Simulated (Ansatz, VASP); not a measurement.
# One calculation of Ti3O, two programs

Contents of INCAR:

```
PREC = Accurate ; ENCUT = 520
EDIFF = 1E-6 ; ISMEAR = 0
SIGMA = 0.15 ; LREAL = False
LASPH = True ; NELM = 100
ALGO = Normal ; ISIF = 2
LWAVE = False ; LCHARG = False
GGA = PS ; NBANDS = 52
```

KPOINTS

```
regular mesh
0
Gamma
  12 12 8
```

POSCAR

```
Ti3O
1.0
    4.6855824484      0.0000000000      0.0000000000
   -2.3427912242      4.0578334318      0.0000000000
    0.0000000000      0.0000000000      4.8458180485
Ti O
6 2
Direct
    0.0000000000      0.6708131061      0.7500000000
    0.0000000000      0.3291868939      0.2500000000
    0.6708131061      0.0000000000      0.7500000000
    0.6708131061      0.6708131061      0.2500000000
    0.3291868939      0.3291868939      0.7500000000
    0.3291868939      0.0000000000      0.2500000000
    0.0000000000      0.0000000000      0.5000000000
    0.0000000000      0.0000000000      0.0000000000
```

Input for Ansatz:

```yaml
crystal:
  lattice:
    - [4.6855824484, 0.0, 0.0]
    - [-2.3427912242, 4.0578334318, 0.0]
    - [0.0, 0.0, 4.8458180485]
  atoms:
    - { symbol: Ti, position: [0.0, 0.6708131061, 0.75] }
    - { symbol: Ti, position: [0.0, 0.3291868939, 0.25] }
    - { symbol: Ti, position: [0.6708131061, 0.0, 0.75] }
    - { symbol: Ti, position: [0.6708131061, 0.6708131061, 0.25] }
    - { symbol: Ti, position: [0.3291868939, 0.3291868939, 0.75] }
    - { symbol: Ti, position: [0.3291868939, 0.0, 0.25] }
    - { symbol: O, position: [0.0, 0.0, 0.5] }
    - { symbol: O, position: [0.0, 0.0, 0.0] }
basis:
  ecutwfc: 420
kpoints:
  mp_grid: { grid: [12, 12, 8] }
hamiltonian:
  xc: pbesol
scf:
  occupations: { method: gaussian, width: 0.15 }
output:
  forces: true
  stress: true
  eigenvalues: true
```

Change from the starting cell: strain -0.0750 x Voigt [1, 1, 0, 0, 0, 0], atoms carried along.

Alike in both runs: task single point; functional PBEsol; k mesh 12 × 12 × 8; occupations gaussian, width 0.15 eV; no spin polarisation.

|  | VASP | Ansatz |
| --- | --- | --- |
| version | VASP 6.6.1 | Ansatz 0.2.0 |
| potentials or method | VASP PAW PBE potentials, release 64 (Ti_sv, O), cutoff 520 eV | scalar-relativistic, plane waves, PAW |
| valence electrons in the cell | 84 | 84 |

```csv
,VASP,Ansatz,Ansatz less VASP
gap on the k mesh at the Fermi level (eV),none,none,-
pressure (GPa),36.5,36.1,-0.34
"traceless stress, the component that is largest in VASP (GPa)",-6.58,-6.79,-0.204
rms of the force components (eV/Å),0.853,0.805,-0.0476
```

VASP's potentials were made for PBE, not for PBEsol. Atom by atom the forces differ by 0.048 eV/Å (rms over components). A gap of «none» marks a metal or a gap that the smearing closes. Both programs put the cell under a high pressure, so it lies far from rest at this level.
